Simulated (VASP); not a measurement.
# Ru (P6_3/mmc) in VASP: a series of runs

Ru is run at these levels: PBEsol; tasks: single point, relaxation of cell and atoms.

Everything below comes from runs of VASP 6.6.1. Logs are shortened: lines on timing, memory, paths and dates and some standing lists are left out, and cuts for length are marked.

### 1 The cell of the first run

The structure is hexagonal, space group P6_3/mmc (No. 194). The conventional cell has a = 2.690 Å, b = 2.690 Å, c = 4.252 Å, α = 90.00°, β = 90.00°, γ = 120.00°. Within 3.5 Å of Ru (site symmetry -6m2) lie 12 Ru at 2.63 to 2.69 Å.

### 2 Single point, PBEsol

Input file INCAR:

```
SYSTEM = Ru
PREC = Accurate
ENCUT = 520
EDIFF = 1E-7
ISMEAR = 0
SIGMA = 0.1
LREAL = .False.
LASPH = .True.
NELM = 60
ALGO = Fast
ISIF = 2
LWAVE = .False.
LCHARG = .False.
GGA = PS
NBANDS = 21
```

Input file KPOINTS:

```
Automatic mesh
0
Gamma
  18 18 10
  0 0 0
```

Input file POSCAR:

```
Ru
1.0
    2.6895079379      0.0000002900      0.0000000000
   -1.3447542200      2.3291820529      0.0000000000
    0.0000000000      0.0000000000      4.2519311479
Ru
2
Direct
    0.0000000000      0.0000000000      0.0000000000
    0.3333333333      0.6666666667      0.5000000000
```

Potentials or basis: VASP PAW PBE potentials, release 64 (Ru_pv).

Command:

```sh
$ cat potpaw_PBE.64/Ru_pv/POTCAR > POTCAR
$ mpirun -np 1 vasp_std > vasp.out
```

OUTCAR:

```text
SYSTEM = Ru
   PREC = Accurate
   ENCUT = 520
   EDIFF = 1E-7
   ISMEAR = 0
   LREAL = .False.
   LASPH = .True.
   NELM = 60
   ISIF = 2
   GGA = PS

 ion  position               nearest neighbor table
   1  0.000  0.000  0.000-   2 2.63   2 2.63   2 2.63   2 2.63   2 2.63   2 2.63
   2  0.333  0.667  0.500-   1 2.63   1 2.63   1 2.63   1 2.63   1 2.63   1 2.63

  LATTYP: Found a hexagonal cell.
 ALAT       =     2.6895079379
 C/A-ratio  =     1.5809327379

  Lattice vectors:

 A1 = (   2.6895079379,   0.0000002900,   0.0000000000)
 A2 = (  -1.3447542200,   2.3291820529,   0.0000000000)
 A3 = (   0.0000000000,   0.0000000000,   4.2519311479)

Analysis of symmetry for initial positions (statically):
=====================================================================
 Subroutine PRICEL returns:
 Original cell was already a primitive cell.

 Routine SETGRP: Setting up the symmetry group for a
 hexagonal supercell.

 Subroutine GETGRP returns: Found 24 space group operations
 (whereof 12 operations were pure point group operations)
 out of a pool of 24 trial point group operations.

The static configuration has the point symmetry D_3h.
 The point group associated with its full space group is D_6h.

Analysis of symmetry for dynamics (positions and initial velocities):
=====================================================================
 Subroutine PRICEL returns:
 Original cell was already a primitive cell.

 Routine SETGRP: Setting up the symmetry group for a
 hexagonal supercell.

 Subroutine GETGRP returns: Found 24 space group operations
 (whereof 12 operations were pure point group operations)
 out of a pool of 24 trial point group operations.

The dynamic configuration has the point symmetry D_3h.
 The point group associated with its full space group is D_6h.

 Subroutine INISYM returns: Found 24 space group operations
 (whereof 12 operations are pure point group operations),
 and found     1 'primitive' translations

----------------------------------------------------------------------------------------

                                     Primitive cell

  volume of cell :      26.6356

  direct lattice vectors                    reciprocal lattice vectors
     2.689507938  0.000000290  0.000000000     0.371815202  0.214667661  0.000000000
    -1.344754220  2.329182053  0.000000000    -0.000000046  0.429335241  0.000000000
     0.000000000  0.000000000  4.251931148     0.000000000  0.000000000  0.235187251

  length of vectors
     2.689507938  2.689507938  4.251931148     0.429335241  0.429335241  0.235187251

  position of ions in fractional coordinates (direct lattice)
     0.000000000  0.000000000  0.000000000
     0.333333333  0.666666667  0.500000000

  ion indices of the primitive-cell ions
   primitive index   ion index
                 1           1
                 2           2

----------------------------------------------------------------------------------------

 KPOINTS: Automatic mesh

Automatic generation of k-mesh.
 Grid dimensions read from file:
 generate k-points for:   18   18   10

 Generating k-lattice:

  Cartesian coordinates                     Fractional coordinates (reciprocal lattice)
     0.020656400  0.011925981  0.000000000     0.055555556  0.000000000  0.000000000
    -0.000000003  0.023851958  0.000000000     0.000000000  0.055555556  0.000000000
     0.000000000  0.000000000  0.023518725     0.000000000  0.000000000  0.100000000

  Length of vectors
     0.023851958  0.023851958  0.023518725

  Shift w.r.t. Gamma in fractional coordinates (k-lattice)
     0.000000000  0.000000000  0.000000000

 Subroutine IBZKPT returns following result:
 ===========================================

 Found    222 irreducible k-points:

 Following reciprocal coordinates:
            Coordinates               Weight
  0.000000  0.000000  0.000000      1.000000
  0.055556 -0.000000  0.000000      6.000000
  0.111111 -0.000000  0.000000      6.000000
  0.166667 -0.000000  0.000000      6.000000
  0.222222  0.000000  0.000000      6.000000
  0.277778 -0.000000  0.000000      6.000000
[... 16 lines left out ...]
  0.333333  0.111111  0.000000     12.000000
  0.388889  0.111111  0.000000     12.000000
 [... further k-points ...]
   k-points           NKPTS =    222   k-points in BZ     NKDIM =    222   number of bands    NBANDS=     21
   number of dos      NEDOS =    301   number of ions     NIONS =      2
   total plane-waves  NPLWV =  12800
   dimension x,y,z NGX =    20 NGY =   20 NGZ =   32
   dimension x,y,z NGXF=    40 NGYF=   40 NGZF=   64
   ions per type =               2
   NGX,Y,Z   is equivalent  to a cutoff of  12.36, 12.36, 12.51 a.u.
   NGXF,Y,Z  is equivalent  to a cutoff of  24.73, 24.73, 25.02 a.u.
 SYSTEM =  Ru
   PREC   = accura    normal or accurate (medium, high low for compatibility)
   ISTART =      0    job   : 0-new  1-cont  2-samecut
   ICHARG =      2    charge: 1-file 2-atom 10-const
   ISPIN  =      1    spin polarized calculation?
   LNONCOLLINEAR =      F non collinear calculations
   LSORBIT =      F    spin-orbit coupling
   LASPH  =      T    aspherical Exc in radial PAW
   ENCUT  =  520.0 eV  38.22 Ry    6.18 a.u.   5.00  5.00  7.91*2*pi/ulx,y,z
   NELM   =     60;   NELMIN=  2; NELMDL= -5     # of ELM steps
   EDIFF  = 0.1E-06   stopping-criterion for ELM
   LREAL  =      F    real-space projection
   EDIFFG = 0.1E-05   stopping-criterion for IOM
   NSW    =      0    number of steps for IOM
   IBRION =     -1    ionic relax: 0-MD 1-quasi-New 2-CG
   NFREE  =      0    steps in history (QN), initial steepest desc. (CG)
   ISIF   =      2    stress and relaxation
   ISYM   =      2    0-nonsym 1-usesym 2-fastsym
   POTIM  = 0.5000    time-step for ionic-motion
   TEBEG  =    0.0;   TEEND  =   0.0 temperature during run
   PSTRESS=    0.0 pullay stress
   NELECT =      28.0000    total number of electrons
   NUPDOWN=      -1.0000    fix difference up-down
   EMIN   =  10.00;   EMAX   =-10.00  energy-range for DOS
   EFERMI =   0.00;   METHOD = LEGACY
   ISMEAR =     0;   SIGMA  =   0.10  broadening in eV -4-tet -1-fermi 0-gaus
   EFERMI_NEDOS =   21; number of points for ismear=-14 and -15
   IALGO  =     68    algorithm
   IMIX   =      4    mixing-type and parameters
     AMIX     =   0.40;   BMIX     =  1.00
     AMIX_MAG =   1.60;   BMIX_MAG =  1.00
  volume/ion in A,a.u.               =      13.32        89.87
  Fermi-wavevector in a.u.,A,eV,Ry     =   1.664588  3.145615 37.699731  2.770852
  Thomas-Fermi vector in A             =   2.751105
   LORBIT       =      0    0 simple, 1 ext, 2 COOP (PROOUT), +10 PAW based schemes
   GGA     = PS    functional components
   LHFCALC =     F    Hartree Fock is set to
   AEXX    =    0.0000 exact exchange contribution
   IVDW    =     0    specifies the selected vdW correction
   LEPSILON=     F    determine dielectric tensor
   LRPA    =     F    only Hartree local field effects (RPA)
 non-spin polarized calculation
 RMM-DIIS sequential band-by-band and
 Gauss-broadening in eV      SIGMA  =   0.10
  energy-cutoff  :      520.00
  volume of cell :       26.64
 maximum number of plane-waves:       738
 NGX is ok and might be reduce to    20
   NGX =  9   NGY =  9   NGZ = 15

 number of electron      27.9999996 magnetization

 Free energy of the ion-electron system (eV)
  ---------------------------------------------------
  ext. energy  EPLUGINS =         0.00000000
  ---------------------------------------------------
  free energy    TOTEN  =       -20.34508551 eV

  energy without entropy =      -20.33623240  energy(sigma->0) =      -20.34065896

 E-fermi :  13.0482     XC(G=0): -14.4000

 val. band max:       13.0481785768   @ k =   0.1667   0.1111   0.3000
 cond. band min:      13.0498057304   @ k =   0.4444   0.1111   0.5000
 fundamental gap:      0.0016271535
 Fermi energy:        13.0482188644

 k-point     1 :       0.0000    0.0000    0.0000
  band No.  band energies     occupation
      1     -30.6227      2.00000
      2     -29.6209      2.00000
      3     -29.6209      2.00000
      4     -29.4384      2.00000
      5     -29.4384      2.00000
      6     -29.3945      2.00000
[... 13 lines left out ...]
     20      23.3164      0.00000
     21      23.6243      0.00000

 k-point     2 :       0.0556   -0.0000    0.0000
  band No.  band energies     occupation
      1     -30.6114      2.00000
      2     -29.6451      2.00000
      3     -29.6291      2.00000
      4     -29.4638      2.00000
      5     -29.4417      2.00000
      6     -29.3998      2.00000
[... 13 lines left out ...]
     20      23.3163      0.00000
     21      23.6088      0.00000

 k-point     3 :       0.1111   -0.0000    0.0000
  band No.  band energies     occupation
      1     -30.5781      2.00000
      2     -29.7148      2.00000
      3     -29.6524      2.00000
      4     -29.5359      2.00000
      5     -29.4513      2.00000
      6     -29.4155      2.00000
[... 13 lines left out ...]
     20      23.3163      0.00000
     21      23.5594      0.00000

 k-point     4 :       0.1667   -0.0000    0.0000
  band No.  band energies     occupation
      1     -30.5248      2.00000
      2     -29.8215      2.00000
      3     -29.6870      2.00000
      4     -29.6444      2.00000
      5     -29.4669      2.00000
      6     -29.4419      2.00000
[... 13 lines left out ...]
     20      23.3162      0.00000
     21      23.4802      0.00000

 k-point     5 :       0.2222    0.0000    0.0000
  band No.  band energies     occupation
      1     -30.4550      2.00000
      2     -29.9524      2.00000
      3     -29.7741      2.00000
      4     -29.7282      2.00000
      5     -29.4871      2.00000
      6     -29.4787      2.00000
[... 13 lines left out ...]
     20      23.3161      0.00000
     21      23.4033      0.00000

 k-point     6 :       0.2778   -0.0000    0.0000
  band No.  band energies     occupation
      1     -30.3731      2.00000
      2     -30.0916      2.00000
      3     -29.9085      2.00000
      4     -29.7709      2.00000
      5     -29.5253      2.00000
      6     -29.5094      2.00000
[... 13 lines left out ...]
     20      23.3190      0.00000
     21      23.3654      0.00000

 k-point     7 :       0.3333   -0.0000    0.0000
  band No.  band energies     occupation
      1     -30.2853      2.00000
      2     -30.2221      2.00000
      3     -30.0316      2.00000
      4     -29.8100      2.00000
      5     -29.5797      2.00000
      6     -29.5310      2.00000
[... 13 lines left out ...]
     20      23.3195      0.00000
     21      24.7817      0.00000
[... 291 lines left out ...]
      1     -30.4261      2.00000
      2     -29.9605      2.00000
      3     -29.8839      2.00000
      4     -29.6971      2.00000
      5     -29.5262      2.00000
      6     -29.4946      2.00000
[... 13 lines left out ...]
     20      23.3160      0.00000
     21      23.3998      0.00000

 k-point    21 :       0.2222    0.1111    0.0000
  band No.  band energies     occupation
      1     -30.3461      2.00000
      2     -30.0859      2.00000
      3     -29.9797      2.00000
      4     -29.7628      2.00000
      5     -29.5575      2.00000
      6     -29.5413      2.00000
[... 13 lines left out ...]
     20      23.3633      0.00000
     21      26.4539      0.00000

 k-point    22 :       0.2778    0.1111    0.0000
  band No.  band energies     occupation
      1     -30.2600      2.00000
      2     -30.2076      2.00000
      3     -30.0635      2.00000
      4     -29.8252      2.00000
      5     -29.5961      2.00000
      6     -29.5857      2.00000
[... 13 lines left out ...]
     20      23.3243      0.00000
     21      24.6616      0.00000

 k-point    23 :       0.3333    0.1111    0.0000
  band No.  band energies     occupation
      1     -30.3070      2.00000
      2     -30.1758      2.00000
      3     -30.1305      2.00000
      4     -29.8756      2.00000
      5     -29.6546      2.00000
      6     -29.6082      2.00000
[... 13 lines left out ...]
     20      24.4005      0.00000
     21      25.9182      0.00000

 k-point    24 :       0.3889    0.1111    0.0000
  band No.  band energies     occupation
      1     -30.3715      2.00000
      2     -30.1741      2.00000
      3     -30.1076      2.00000
      4     -29.9079      2.00000
      5     -29.7060      2.00000
      6     -29.6229      2.00000
[... 13 lines left out ...]
     20      25.1673      0.00000
     21      25.3543      0.00000

 [... further k-points ...]

------------------------ aborting loop because EDIFF is reached ----------------------------------------

  FORCE on cell =-STRESS in cart. coord.  units (eV):
  Direction    XX          YY          ZZ          XY          YZ          ZX
  --------------------------------------------------------------------------------------
  -------------------------------------------------------------------------------------
  Total       -0.0132080     -0.0132080     -0.0078614     -0.0000000      0.0000000     -0.0000000
  in kB       -0.7944838     -0.7944838     -0.4728774     -0.0000000      0.0000000     -0.0000000
  external PRESSURE =      -0.6872817 kB  Pullay stress =       0.0000000 kB

 VOLUME and BASIS-vectors are now :
 -----------------------------------------------------------------------------
  energy-cutoff  :      520.00
  volume of cell :       26.64
      direct lattice vectors                 reciprocal lattice vectors
     2.689507938  0.000000290  0.000000000     0.371815202  0.214667661  0.000000000
    -1.344754220  2.329182053  0.000000000    -0.000000046  0.429335241  0.000000000
     0.000000000  0.000000000  4.251931148     0.000000000  0.000000000  0.235187251

 POSITION                                       TOTAL-FORCE (eV/Angst)
 -----------------------------------------------------------------------------------
      0.00000      0.00000      0.00000         0.000000      0.000000      0.000000
     -0.00000      1.55279      2.12597        -0.000000      0.000000      0.000000
 -----------------------------------------------------------------------------------
    total drift:                                0.000000     -0.000000     -0.000000

  FREE ENERGIE OF THE ION-ELECTRON SYSTEM (eV)
  ---------------------------------------------------
  free  energy   TOTEN  =       -20.3450855077 eV

  energy  without entropy=      -20.3362324028  energy(sigma->0) =      -20.34065896
```

Run time: 45 s. Hardware: 1 thread of Intel Xeon 6975P-C (Granite Rapids), shared host; peak memory 0.21 GiB.

Results:

| Item | Value |
| --- | --- |
| Free energy | -20.3451 eV |
| Pressure | -0.1 GPa |
| Band gap on the k mesh | zero (bands 14 and 15 overlap by 3.22 eV) |

Levels at points of the mesh, in eV from the Fermi level:
```
           k point  band 11  band 12  band 13  band 14  band 15  band 16  band 17  band 18
(0.00, 0.00, 0.00)    -2.48    -1.97    -1.97    -1.43    -1.43     1.24     1.24     1.27
(0.50, 0.00, 0.00)    -2.13    -1.86    -1.56     1.49     1.93     2.01     4.17     6.24
(0.00, 0.00, 0.50)    -2.85    -2.85    -2.79    -2.79     0.58     0.58     0.58     0.58
(0.50, 0.00, 0.50)    -1.09    -1.09     0.45     0.45     1.76     1.76     3.45     3.45
```

Caveat: the PAW data sets were made with another functional, which shifts forces and pressure a little.

### 3 Single point, PBEsol

Input file INCAR:

```
PREC     = Accurate       # precision mode
ENCUT    = 520            # plane-wave cutoff, eV
EDIFF    = 1E-6           # SCF threshold, eV
ISMEAR   = 0              # smearing method
SIGMA    = 0.1            # smearing width, eV
LREAL    = False          # projectors in reciprocal space
LASPH    = True           # aspherical terms in the spheres
NELM     = 100            # most SCF steps
ALGO     = Fast           # electronic algorithm
ISIF     = 2              # what is computed and relaxed
LWAVE    = False          # write WAVECAR
LCHARG   = False          # write CHGCAR
GGA      = PS             # functional
NBANDS   = 21             # bands
```

Input file KPOINTS:

```
Automatic mesh
0
Gamma
  30 30 20
```

POSCAR is that of step 2.

Potentials or basis: VASP PAW PBE potentials, release 64 (Ru_pv).

Command:

```sh
$ cat potpaw_PBE.64/Ru_pv/POTCAR > POTCAR
$ mpirun -np 1 vasp_std > vasp.out
```

Wall time 2.6 min (1 thread of Intel Xeon 6975P-C (Granite Rapids), shared host); peak memory 0.51 GiB.

Results (log left out):

```yaml
Free_energy: -20.3463 eV
Pressure: 0.0 GPa
Band_gap_on_the_k_mesh: zero (bands 14 and 15 overlap by 3.33 eV)
```

Stress tensor (GPa, compression positive):
```
 0.31  0.00  0.00
 0.00  0.31  0.00
 0.00  0.00 -0.67
```

Levels at points of the mesh, in eV from the Fermi level:
```tsv
k point	band 10	band 11	band 12	band 13	band 14	band 15	band 16	band 17	band 18	band 19
(0.00, 0.00, 0.00)	-2.70	-2.51	-1.99	-1.99	-1.45	-1.45	1.21	1.21	1.25	10.20
(0.50, 0.00, 0.00)	-3.13	-2.15	-1.88	-1.58	1.46	1.90	1.99	4.14	6.22	11.18
(0.00, 0.00, 0.50)	-2.87	-2.87	-2.87	-2.81	-2.81	0.56	0.56	0.56	0.56	10.24
(0.50, 0.00, 0.50)	-4.69	-1.11	-1.11	0.43	0.43	1.73	1.73	3.42	3.42	10.22
```

Caveat: the PAW data sets were made with another functional, which shifts forces and pressure a little.

(Part 1 of 2 ends here.)
